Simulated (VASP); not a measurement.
A run of VASP 6.6.1 is set up as follows.

Contents of INCAR:

```
SYSTEM = Nb3C2
  PREC = Accurate
  ENCUT = 520
  EDIFF = 1E-7
  ISMEAR = 0
  SIGMA = 0.1
  LREAL = .FALSE.
  LASPH = .TRUE.
  NELM = 60
  ALGO = Normal
  ISIF = 2
  LWAVE = .FALSE.
  LCHARG = .FALSE.
  GGA = PE
  NBANDS = 32
```

The input KPOINTS:

```
Automatic mesh
0
G
  18 18 4
  0 0 0
```

The input POSCAR:

```
Nb3C2
1.0
    2.7748230672      0.0000000000      0.0000000000
   -1.3874115336      2.4030672672      0.0000000000
    0.0000000000      0.0000000000      9.9866685032
Nb C
3 2
Direct
    0.6666666667      0.3333333333      0.2266140351
    0.6666666667      0.3333333333      0.7733859649
    0.6666666667      0.3333333333      0.5000000000
    0.6666666667      0.3333333333      0.0000000000
    0.0000000000      0.0000000000      0.0000000000
```

Potentials or basis: VASP PAW PBE potentials, release 64 (Nb_sv, C).

Command:

```console
$ cat potpaw_PBE.64/Nb_sv/POTCAR potpaw_PBE.64/C/POTCAR > POTCAR
$ mpirun -np 1 vasp_std > vasp.out
```

(1) What does it give for the pressure?

Answers

(1) -0.2 GPa.
